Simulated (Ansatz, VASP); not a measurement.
Two plane-wave programs on Hf

File INCAR:

```
SYSTEM = Hf
  PREC = Accurate
  ENCUT = 520
  EDIFF = 1E-6
  ISMEAR = -1
  SIGMA = 0.1
  LREAL = .FALSE.
  LASPH = .TRUE.
  NELM = 100
  ALGO = Normal
  ISIF = 2
  LWAVE = .FALSE.
  LCHARG = .FALSE.
  GGA = RE
  NBANDS = 28
```

The input KPOINTS:

```
Automatic mesh
0
G
  13 13 4
  0 0 0
```

File POSCAR:

```
Hf
1.0
    3.1766568377      0.0000000000      0.0000000000
   -1.5883284188      2.7510655205      0.0000000000
    0.0000000000      0.0000000000     10.1636788981
Hf
4
Direct
    1.0000000000      0.0000000000      1.0000000000
    1.0000000000      0.0000000000      0.5000000000
    0.3333333333      0.6666666667      0.2500000000
    0.6666666667      0.3333333333      0.7500000000
```

Input for Ansatz:

```yaml
crystal:
  lattice:
    - [3.1766568377, 0.0, 0.0]
    - [-1.5883284188, 2.7510655205, 0.0]
    - [0.0, 0.0, 10.1636788981]
  atoms:
    - { symbol: Hf, position: [1.0, 0.0, 1.0] }
    - { symbol: Hf, position: [1.0, 0.0, 0.5] }
    - { symbol: Hf, position: [0.3333333333, 0.6666666667, 0.25] }
    - { symbol: Hf, position: [0.6666666667, 0.3333333333, 0.75] }
hamiltonian:
  xc: revpbe
  pseudopotentials:
    kind: paw
    azcp:
      Hf: "pseudopotentials/Hf.paw.azcp"
basis:
  ecutwfc: 420
  fft_grid_basis: typed
kpoints:
  mp_grid: { grid: [13, 13, 4], shift: [0, 0, 0] }
magnetization:
  spin_polarized: false
scf:
  occupations: { method: fermi_dirac, width: 0.1 }
  lower_state_search: "off"
output:
  stress: true
```

Alike in both runs: task single point; functional revPBE; k mesh 13 × 13 × 4; occupations fermi-dirac, width 0.1 eV; no spin polarisation.

|  | VASP | Ansatz |
| --- | --- | --- |
| version | VASP 6.6.1 | Ansatz 0.2.0 |
| potentials or method | VASP PAW PBE potentials, release 64 (Hf_pv), cutoff 520 eV | plane waves (420 eV) with PAW, scalar-relativistic |
| valence electrons in the cell | 40 | 104 |

```tsv
	VASP	Ansatz	Ansatz less VASP
pressure (GPa)	4.0	4.4	+0.49
traceless stress, the component that is largest in VASP (GPa)	-0.07	-0.02	+0.051
```

VASP's potentials were made for PBE, not for revPBE. VASP's potentials hold 40 valence electrons a cell and Ansatz's 104, so a difference there can come from the potentials and not from the codes.

Spin-orbit coupling is off throughout.
